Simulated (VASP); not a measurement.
# GaAs (F-43m) in VASP: settings compared

The runs below take GaAs through single point, with PBE, LDA, r2SCAN.

All numbers are computed with VASP 6.6.1; they aren't measurements. Logs are shortened: lines on timing, memory, paths and dates and some standing lists are left out, and cuts for length are marked.

**1. The cell of the first run**

It takes space group F-43m (No. 216, cubic). Conventional cell: a = 5.653 Å, b = 5.653 Å, c = 5.653 Å, α = 90.00°, β = 90.00°, γ = 90.00°. Ga (site symmetry -43m) has 4 As at 2.45 Å within 3.2 Å. As (site symmetry -43m) has 4 Ga at 2.45 Å within 3.2 Å.

**2. Single point, PBE**

Contents of INCAR:

```
SYSTEM = GaAs
ALGO = Normal
EDIFF = 1E-6
ENCUT = 520
GGA = PE
ISIF = 2
ISMEAR = 0
LASPH = .TRUE.
LCHARG = .TRUE.
LELF = .TRUE.
LREAL = .FALSE.
LVHAR = .TRUE.
LWAVE = .FALSE.
NBANDS = 16
NELM = 100
PREC = Accurate
SIGMA = 0.03
```

Contents of KPOINTS:

```
k-points
0
G
  10 10 10
  0 0 0
```

Contents of POSCAR:

```
GaAs
1.0
    0.0000000000      2.8265000000      2.8265000000
    2.8265000000      0.0000000000      2.8265000000
    2.8265000000      2.8265000000      0.0000000000
Ga As
1 1
Direct
    0.0000000000      0.0000000000      0.0000000000
    0.2500000000      0.2500000000      0.2500000000
```

Potentials or basis: VASP PAW PBE potentials, release 64 (Ga_d, As).

The run is started by

```
> cat potpaw_PBE.64/Ga_d/POTCAR potpaw_PBE.64/As/POTCAR > POTCAR
> mpirun -np 1 vasp_std > vasp.out
```

OUTCAR:

```text
SYSTEM = GaAs
   EDIFF = 1E-6
   ENCUT = 520
   GGA = PE
   ISIF = 2
   ISMEAR = 0
   LASPH = .TRUE.
   LREAL = .FALSE.
   NELM = 100
   PREC = Accurate

 ion  position               nearest neighbor table
   1  0.000  0.000  0.000-   2 2.45   2 2.45   2 2.45   2 2.45
   2  0.250  0.250  0.250-   1 2.45   1 2.45   1 2.45   1 2.45

  LATTYP: Found a face centered cubic cell.
 ALAT       =     5.6530000000

  Lattice vectors:

 A1 = (   0.0000000000,   2.8265000000,   2.8265000000)
 A2 = (   2.8265000000,   0.0000000000,   2.8265000000)
 A3 = (   2.8265000000,   2.8265000000,   0.0000000000)

Analysis of symmetry for initial positions (statically):
=====================================================================
 Subroutine PRICEL returns:
 Original cell was already a primitive cell.

 Routine SETGRP: Setting up the symmetry group for a
 face centered cubic supercell.

 Subroutine GETGRP returns: Found 24 space group operations
 (whereof 24 operations were pure point group operations)
 out of a pool of 48 trial point group operations.

The static configuration has the point symmetry T_d .

Analysis of symmetry for dynamics (positions and initial velocities):
=====================================================================
 Subroutine PRICEL returns:
 Original cell was already a primitive cell.

 Routine SETGRP: Setting up the symmetry group for a
 face centered cubic supercell.

 Subroutine GETGRP returns: Found 24 space group operations
 (whereof 24 operations were pure point group operations)
 out of a pool of 48 trial point group operations.

The dynamic configuration has the point symmetry T_d .

 Subroutine INISYM returns: Found 24 space group operations
 (whereof 24 operations are pure point group operations),
 and found     1 'primitive' translations

----------------------------------------------------------------------------------------

                                     Primitive cell

  volume of cell :      45.1624

  direct lattice vectors                    reciprocal lattice vectors
     0.000000000  2.826500000  2.826500000    -0.176897223  0.176897223  0.176897223
     2.826500000  0.000000000  2.826500000     0.176897223 -0.176897223  0.176897223
     2.826500000  2.826500000  0.000000000     0.176897223  0.176897223 -0.176897223

  length of vectors
     3.997274634  3.997274634  3.997274634     0.306394977  0.306394977  0.306394977

  position of ions in fractional coordinates (direct lattice)
     0.000000000  0.000000000  0.000000000
     0.250000000  0.250000000  0.250000000

  ion indices of the primitive-cell ions
   primitive index   ion index
                 1           1
                 2           2

----------------------------------------------------------------------------------------

 KPOINTS: k-points

Automatic generation of k-mesh.
 Grid dimensions read from file:
 generate k-points for:   10   10   10

 Generating k-lattice:

  Cartesian coordinates                     Fractional coordinates (reciprocal lattice)
    -0.017689722  0.017689722  0.017689722     0.100000000  0.000000000  0.000000000
     0.017689722 -0.017689722  0.017689722     0.000000000  0.100000000  0.000000000
     0.017689722  0.017689722 -0.017689722     0.000000000  0.000000000  0.100000000

  Length of vectors
     0.030639498  0.030639498  0.030639498

  Shift w.r.t. Gamma in fractional coordinates (k-lattice)
     0.000000000  0.000000000  0.000000000

 Subroutine IBZKPT returns following result:
 ===========================================

 Found     47 irreducible k-points:

 Following reciprocal coordinates:
            Coordinates               Weight
  0.000000  0.000000  0.000000      1.000000
  0.100000  0.000000  0.000000      8.000000
  0.200000  0.000000  0.000000      8.000000
  0.300000  0.000000  0.000000      8.000000
  0.400000  0.000000  0.000000      8.000000
  0.500000  0.000000  0.000000      4.000000
[... 16 lines left out ...]
  0.300000  0.300000  0.000000      6.000000
  0.400000  0.300000  0.000000     24.000000
 [... further k-points ...]
   k-points           NKPTS =     47   k-points in BZ     NKDIM =     47   number of bands    NBANDS=     16
   number of dos      NEDOS =    301   number of ions     NIONS =      2
   total plane-waves  NPLWV =  27000
   dimension x,y,z NGX =    30 NGY =   30 NGZ =   30
   dimension x,y,z NGXF=    60 NGYF=   60 NGZF=   60
   ions per type =               1   1
   NGX,Y,Z   is equivalent  to a cutoff of  12.48, 12.48, 12.48 a.u.
   NGXF,Y,Z  is equivalent  to a cutoff of  24.95, 24.95, 24.95 a.u.
 SYSTEM =  GaAs
   PREC   = accura    normal or accurate (medium, high low for compatibility)
   ISTART =      0    job   : 0-new  1-cont  2-samecut
   ICHARG =      2    charge: 1-file 2-atom 10-const
   ISPIN  =      1    spin polarized calculation?
   LNONCOLLINEAR =      F non collinear calculations
   LSORBIT =      F    spin-orbit coupling
   LASPH  =      T    aspherical Exc in radial PAW
   ENCUT  =  520.0 eV  38.22 Ry    6.18 a.u.   7.43  7.43  7.43*2*pi/ulx,y,z
   NELM   =    100;   NELMIN=  2; NELMDL= -5     # of ELM steps
   EDIFF  = 0.1E-05   stopping-criterion for ELM
   LREAL  =      F    real-space projection
   EDIFFG = 0.1E-04   stopping-criterion for IOM
   NSW    =      0    number of steps for IOM
   IBRION =     -1    ionic relax: 0-MD 1-quasi-New 2-CG
   NFREE  =      0    steps in history (QN), initial steepest desc. (CG)
   ISIF   =      2    stress and relaxation
   ISYM   =      2    0-nonsym 1-usesym 2-fastsym
   POTIM  = 0.5000    time-step for ionic-motion
   TEBEG  =    0.0;   TEEND  =   0.0 temperature during run
   PSTRESS=    0.0 pullay stress
   NELECT =      18.0000    total number of electrons
   NUPDOWN=      -1.0000    fix difference up-down
   EMIN   =  10.00;   EMAX   =-10.00  energy-range for DOS
   EFERMI =   0.00;   METHOD = LEGACY
   ISMEAR =     0;   SIGMA  =   0.03  broadening in eV -4-tet -1-fermi 0-gaus
   EFERMI_NEDOS =   21; number of points for ismear=-14 and -15
   IALGO  =     38    algorithm
   IMIX   =      4    mixing-type and parameters
     AMIX     =   0.40;   BMIX     =  1.00
     AMIX_MAG =   1.60;   BMIX_MAG =  1.00
  volume/ion in A,a.u.               =      22.58       152.39
  Fermi-wavevector in a.u.,A,eV,Ry     =   1.204777  2.276698 19.748689  1.451488
  Thomas-Fermi vector in A             =   2.340492
   LORBIT       =      0    0 simple, 1 ext, 2 COOP (PROOUT), +10 PAW based schemes
   GGA     = PE    functional components
   LHFCALC =     F    Hartree Fock is set to
   AEXX    =    0.0000 exact exchange contribution
   IVDW    =     0    specifies the selected vdW correction
   LEPSILON=     F    determine dielectric tensor
   LRPA    =     F    only Hartree local field effects (RPA)
 non-spin polarized calculation
 Gauss-broadening in eV      SIGMA  =   0.03
  energy-cutoff  :      520.00
  volume of cell :       45.16
 maximum number of plane-waves:      1243
 NGX is ok and might be reduce to    30
   NGX = 15   NGY = 15   NGZ = 15

 number of electron      17.9999995 magnetization

 Free energy of the ion-electron system (eV)
  ---------------------------------------------------
  ext. energy  EPLUGINS =         0.00000000
  ---------------------------------------------------
  free energy    TOTEN  =        -8.25050089 eV

  energy without entropy =       -8.25050089  energy(sigma->0) =       -8.25050089

 E-fermi :   4.0792     XC(G=0):  -9.5900

 val. band max:        3.9345570538   @ k =   0.0000   0.0000   0.0000
 cond. band min:       4.4579217433   @ k =   0.0000   0.0000   0.0000
 fundamental gap:      0.5233646895
 Fermi energy:         4.0791531694

 k-point     1 :       0.0000    0.0000    0.0000
  band No.  band energies     occupation
      1     -10.8724      2.00000
      2     -10.8724      2.00000
      3     -10.8724      2.00000
      4     -10.7931      2.00000
      5     -10.7931      2.00000
      6      -8.7936      2.00000
[... 8 lines left out ...]
     15      14.0586      0.00000
     16      14.0586      0.00000

 k-point     2 :       0.1000    0.0000    0.0000
  band No.  band energies     occupation
      1     -10.8813      2.00000
      2     -10.8701      2.00000
      3     -10.8701      2.00000
      4     -10.7933      2.00000
      5     -10.7933      2.00000
      6      -8.6760      2.00000
[... 8 lines left out ...]
     15      13.3881      0.00000
     16      13.3881      0.00000

 k-point     3 :       0.2000    0.0000    0.0000
  band No.  band energies     occupation
      1     -10.9030      2.00000
      2     -10.8644      2.00000
      3     -10.8644      2.00000
      4     -10.7932      2.00000
      5     -10.7932      2.00000
      6      -8.3382      2.00000
[... 8 lines left out ...]
     15      12.8957      0.00000
     16      13.0045      0.00000

 k-point     4 :       0.3000    0.0000    0.0000
  band No.  band energies     occupation
      1     -10.9273      2.00000
      2     -10.8583      2.00000
      3     -10.8583      2.00000
      4     -10.7921      2.00000
      5     -10.7921      2.00000
      6      -7.8323      2.00000
[... 8 lines left out ...]
     15      13.2715      0.00000
     16      13.2715      0.00000

 k-point     5 :       0.4000    0.0000    0.0000
  band No.  band energies     occupation
      1     -10.9455      2.00000
      2     -10.8543      2.00000
      3     -10.8543      2.00000
      4     -10.7903      2.00000
      5     -10.7903      2.00000
      6      -7.2926      2.00000
[... 8 lines left out ...]
     15      14.4919      0.00000
     16      14.4919      0.00000

 k-point     6 :       0.5000    0.0000    0.0000
  band No.  band energies     occupation
      1     -10.9521      2.00000
      2     -10.8530      2.00000
      3     -10.8530      2.00000
      4     -10.7893      2.00000
      5     -10.7893      2.00000
      6      -7.0277      2.00000
[... 8 lines left out ...]
     15      15.8056      0.00000
     16      15.8057      0.00000

 k-point     7 :       0.1000    0.1000    0.0000
  band No.  band energies     occupation
      1     -10.8865      2.00000
      2     -10.8679      2.00000
      3     -10.8679      2.00000
      4     -10.7950      2.00000
      5     -10.7919      2.00000
      6      -8.6369      2.00000
[... 8 lines left out ...]
     15      12.5577      0.00000
     16      14.2198      0.00000

 k-point     8 :       0.2000    0.1000    0.0000
  band No.  band energies     occupation
      1     -10.9040      2.00000
      2     -10.8632      2.00000
      3     -10.8622      2.00000
      4     -10.7967      2.00000
      5     -10.7908      2.00000
      6      -8.3721      2.00000
[... 8 lines left out ...]
     15      13.4454      0.00000
     16      13.9255      0.00000

 k-point     9 :       0.3000    0.1000    0.0000
  band No.  band energies     occupation
      1     -10.9256      2.00000
      2     -10.8581      2.00000
      3     -10.8557      2.00000
      4     -10.7970      2.00000
      5     -10.7896      2.00000
      6      -7.9187      2.00000
[... 8 lines left out ...]
     15      13.7433      0.00000
     16      14.0640      0.00000
[... 172 lines left out ...]
 k-point    19 :       0.5000    0.2000    0.0000
  band No.  band energies     occupation
      1     -10.9590      2.00000
      2     -10.8467      2.00000
      3     -10.8419      2.00000
      4     -10.7997      2.00000
      5     -10.7873      2.00000
      6      -6.8399      2.00000
[... 8 lines left out ...]
     15      15.8443      0.00000
     16      15.8628      0.00000

 k-point    20 :      -0.4000    0.2000    0.0000
  band No.  band energies     occupation
      1     -10.9584      2.00000
      2     -10.8477      2.00000
      3     -10.8432      2.00000
      4     -10.7955      2.00000
      5     -10.7906      2.00000
      6      -6.7652      2.00000
[... 8 lines left out ...]
     15      14.0152      0.00000
     16      15.5441      0.00000

 k-point    21 :      -0.3000    0.2000    0.0000
  band No.  band energies     occupation
      1     -10.9493      2.00000
      2     -10.8496      2.00000
      3     -10.8478      2.00000
      4     -10.7944      2.00000
      5     -10.7925      2.00000
      6      -7.1414      2.00000
[... 8 lines left out ...]
     15      14.1736      0.00000
     16      16.0546      0.00000

 k-point    22 :      -0.2000    0.2000    0.0000
  band No.  band energies     occupation
      1     -10.9342      2.00000
      2     -10.8549      2.00000
      3     -10.8530      2.00000
      4     -10.7961      2.00000
      5     -10.7912      2.00000
      6      -7.6581      2.00000
[... 8 lines left out ...]
     15      14.5565      0.00000
     16      15.2828      0.00000

 k-point    23 :       0.3000    0.3000    0.0000
  band No.  band energies     occupation
      1     -10.9519      2.00000
      2     -10.8408      2.00000
      3     -10.8408      2.00000
      4     -10.8089      2.00000
      5     -10.7848      2.00000
      6      -7.4968      2.00000
[... 8 lines left out ...]
     15      15.4931      0.00000
     16      16.4078      0.00000

 k-point    24 :       0.4000    0.3000    0.0000
  band No.  band energies     occupation
      1     -10.9641      2.00000
      2     -10.8363      2.00000
      3     -10.8348      2.00000
      4     -10.8109      2.00000
      5     -10.7836      2.00000
      6      -7.0570      2.00000
[... 8 lines left out ...]
     15      16.1979      0.00000
     16      16.7841      0.00000

 [... further k-points ...]
[... 5 lines left out ...]
  --------------------------------------------------------------------------------------
  -------------------------------------------------------------------------------------
  Total        0.9840290      0.9840290      0.9840290      0.0000000      0.0000000      0.0000000
  in kB       34.9093299     34.9093299     34.9093299      0.0000000      0.0000000      0.0000000
  external PRESSURE =      34.9093299 kB  Pullay stress =       0.0000000 kB

 VOLUME and BASIS-vectors are now :
 -----------------------------------------------------------------------------
  energy-cutoff  :      520.00
  volume of cell :       45.16
      direct lattice vectors                 reciprocal lattice vectors
     0.000000000  2.826500000  2.826500000    -0.176897223  0.176897223  0.176897223
     2.826500000  0.000000000  2.826500000     0.176897223 -0.176897223  0.176897223
     2.826500000  2.826500000  0.000000000     0.176897223  0.176897223 -0.176897223

 POSITION                                       TOTAL-FORCE (eV/Angst)
 -----------------------------------------------------------------------------------
      0.00000      0.00000      0.00000        -0.000000     -0.000000     -0.000000
      1.41325      1.41325      1.41325         0.000000      0.000000      0.000000
 -----------------------------------------------------------------------------------
    total drift:                                0.000002      0.000002      0.000002

  FREE ENERGIE OF THE ION-ELECTRON SYSTEM (eV)
  ---------------------------------------------------
  free  energy   TOTEN  =        -8.2505008850 eV

  energy  without entropy=       -8.2505008850  energy(sigma->0) =       -8.25050089
```

Run time: 17 s. Hardware: 1 thread of Intel Xeon 6975P-C (Granite Rapids), shared host; peak memory 0.18 GiB.

Results:

| Property | Result |
| --- | --- |
| Free energy | -8.2505 eV |
| Pressure | 3.5 GPa |
| Band gap on the k mesh | 0.52 eV, direct |

Levels at points of the mesh, in eV from the valence-band top:
| k point | band 5 | band 6 | band 7 | band 8 | band 9 | band 10 | band 11 | band 12 | band 13 | band 14 |
| --- | --- | --- | --- | --- | --- | --- | --- | --- | --- | --- |
| (0.00, 0.00, 0.00) | -14.73 | -12.73 | 0.00 | 0.00 | 0.00 | 0.52 | 3.73 | 3.73 | 3.73 | 7.59 |
| (0.50, 0.00, 0.00) | -14.72 | -10.96 | -6.64 | -1.14 | -1.14 | 1.00 | 4.64 | 4.64 | 7.75 | 10.40 |
| (0.50, 0.50, 0.00) | -14.71 | -10.22 | -6.82 | -2.68 | -2.68 | 1.46 | 1.65 | 10.17 | 10.17 | 10.98 |

A k mesh can miss the band edges.

**3. Single point, LDA**

Contents of INCAR:

```
PREC = Accurate ; ENCUT = 520
EDIFF = 1E-6 ; ISMEAR = 0
SIGMA = 0.03 ; LREAL = False
LASPH = True ; NELM = 100
ALGO = Normal ; ISIF = 2
LWAVE = False ; LCHARG = False
GGA = CA ; NBANDS = 16
```

Contents of KPOINTS:

```
regular mesh
0
Gamma
  10 10 10
```

POSCAR is that of step 2.

Potentials or basis: VASP PAW LDA potentials, release 64 (Ga_d, As).

The run is started by

```
> cat potpaw_LDA.64/Ga_d/POTCAR potpaw_LDA.64/As/POTCAR > POTCAR
> mpirun -np 1 vasp_std > vasp.out
```

Wall time 18 s (1 thread of Intel Xeon 6975P-C (Granite Rapids), shared host); peak memory 0.16 GiB.

The run converged. Its results:

- Free energy: -9.6362 eV
- Pressure: -1.6 GPa
- Band gap on the k mesh: 0.33 eV, direct

Levels at points of the mesh, in eV from the valence-band top:
```tsv
k point	band 5	band 6	band 7	band 8	band 9	band 10	band 11	band 12	band 13	band 14
(0.00, 0.00, 0.00)	-14.85	-12.77	0.00	0.00	0.00	0.33	3.67	3.67	3.67	7.34
(0.50, 0.00, 0.00)	-14.85	-11.00	-6.69	-1.15	-1.15	0.86	4.58	4.58	7.57	10.21
(0.50, 0.50, 0.00)	-14.84	-10.26	-6.88	-2.69	-2.69	1.34	1.55	10.05	10.05	10.79
```

**4. Single point, r2SCAN**

POSCAR is that of step 3.

Contents of INCAR.step1:

```
  PREC = Accurate
  ENCUT = 520
  ISMEAR = 0
  SIGMA = 0.03
  LREAL = False
  LASPH = True
  NELM = 60
  NBANDS = 16
  GGA = PE
  ALGO = Normal
  EDIFF = 1E-4
  LWAVE = True
  LCHARG = False
```

Contents of INCAR.step2:

```
  PREC = Accurate
  ENCUT = 520
  EDIFF = 1E-6
  ISMEAR = 0
  SIGMA = 0.03
  LREAL = False
  LASPH = True
  NELM = 60
  ALGO = Normal
  ISIF = 2
  LWAVE = False
  LCHARG = True
  METAGGA = R2SCAN
  LMIXTAU = True
  LELF = True
  LVHAR = True
  NBANDS = 16
  ISTART = 1
```

KPOINTS is that of step 3.

Potentials or basis: VASP PAW PBE potentials, release 64 (Ga_d, As).

The run is started by

```
> cat potpaw_PBE.64/Ga_d/POTCAR potpaw_PBE.64/As/POTCAR > POTCAR
> cp INCAR.step1 INCAR
> mpirun -np 1 vasp_std > vasp.out
> cp INCAR.step2 INCAR
> mpirun -np 1 vasp_std > vasp.out
```

Run time: 68 s. Hardware: 1 thread of Intel Xeon 6975P-C (Granite Rapids), shared host; peak memory 0.19 GiB.

Results (log left out):

```yaml
Free_energy: -27.0554 eV
Pressure: 0.7 GPa
Band_gap_on_the_k_mesh: 1.00 eV, direct
```

Levels at points of the mesh, in eV from the valence-band top:
| k point | band 6 | band 7 | band 8 | band 9 | band 10 | band 11 | band 12 | band 13 |
| --- | --- | --- | --- | --- | --- | --- | --- | --- |
| (0.00, 0.00, 0.00) | -13.21 | 0.00 | 0.00 | 0.00 | 1.00 | 4.04 | 4.04 | 4.04 |
| (0.50, 0.00, 0.00) | -11.36 | -6.82 | -1.19 | -1.19 | 1.36 | 4.99 | 4.99 | 8.29 |
| (0.50, 0.50, 0.00) | -10.58 | -7.00 | -2.78 | -2.78 | 1.76 | 1.95 | 10.87 | 10.87 |

Caveat: the PAW data sets were made with another functional, which shifts forces and pressure a little. r2SCAN opens gaps a little over a GGA but as a rule still falls short of measured ones.

**5. Summary**

```csv
level,potentials or basis,gap on the mesh (eV),pressure (GPa)
PBE,"VASP PAW PBE potentials, release 64 (Ga_d, As)",0.52,3.5
LDA,"VASP PAW LDA potentials, release 64 (Ga_d, As)",0.33,-1.6
r2SCAN,"VASP PAW PBE potentials, release 64 (Ga_d, As)",1.00,0.7
```

Alike in all rows: task single point; no spin polarisation; cell as given; k mesh 10 × 10 × 10; cutoff (eV) 520; smearing gaussian 0.03 eV.

Caveats: the PAW data sets were made with another functional, which shifts forces and pressure a little (some runs).

Absolute energies hang on the potentials; compare differences alone.
